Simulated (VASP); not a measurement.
Set up this calculation in VASP 6.6.1, as the native input.

| Item | Value |
| --- | --- |
| Task | relaxation of cell and atoms |
| Functional | PBE |
| Potentials or basis | VASP PAW PBE potentials, release 64 (Ru_pv, Al) |
| Cutoff | 600 eV |
| k mesh | 16 × 16 × 16 |
| Occupations | gaussian, width 0.1 eV |
| Spin | no spin polarisation |
| Dipole correction | no |
| Further INCAR settings | ALGO = Fast; EDIFF = 1e-06; IBRION = 2; EDIFFG = -0.005; NSW = 80; ISIF = 3 |

The structure of AlRu lies in POSCAR:

```
AlRu
1.0
    2.9900000000      0.0000000000      0.0000000000
    0.0000000000      2.9900000000      0.0000000000
    0.0000000000      0.0000000000      2.9900000000
Ru Al
1 1
Direct
    0.0000000000      0.0000000000      0.0000000000
    0.5000000000      0.5000000000      0.5000000000
```

The input as run:

INCAR

```
SYSTEM = AlRu
PREC = Accurate
ENCUT = 600
EDIFF = 1E-6
ISMEAR = 0
SIGMA = 0.1
LREAL = .FALSE.
LASPH = .TRUE.
NELM = 100
ALGO = Fast
ISIF = 3
LWAVE = .FALSE.
LCHARG = .FALSE.
GGA = PE
IBRION = 2
NSW = 80
EDIFFG = -0.005
```

KPOINTS

```
regular mesh
0
G
  16 16 16
  0 0 0
```

Potentials or basis: VASP PAW PBE potentials, release 64 (Ru_pv, Al).

Launch:

```sh
$ cat potpaw_PBE.64/Ru_pv/POTCAR potpaw_PBE.64/Al/POTCAR > POTCAR
$ mpirun -np 1 vasp_std > vasp.out
```

It gave:

```json
{
  "Relaxed volume": "13.55 Å³/atom",
  "Relaxed cell": "a = 3.004 Å, b = 3.004 Å, c = 3.004 Å, α = 90.00°, β = 90.00°, γ = 90.00°",
  "Space group after relaxing (to 0.1 Å)": "Pm-3m (No. 221)",
  "Energy gained by relaxing": "1.6 meV/atom",
  "Ionic steps": "3",
  "Pressure after relaxing": "0.0 GPa",
  "Band gap on the k mesh": "zero (an odd number of electrons rules out a gap without spin polarisation)"
}
```

Run time: 47 s on 1 thread of Intel(R) Xeon(R) Platinum 8488C (Sapphire Rapids), with other jobs on the host, peak memory 0.2 GiB.
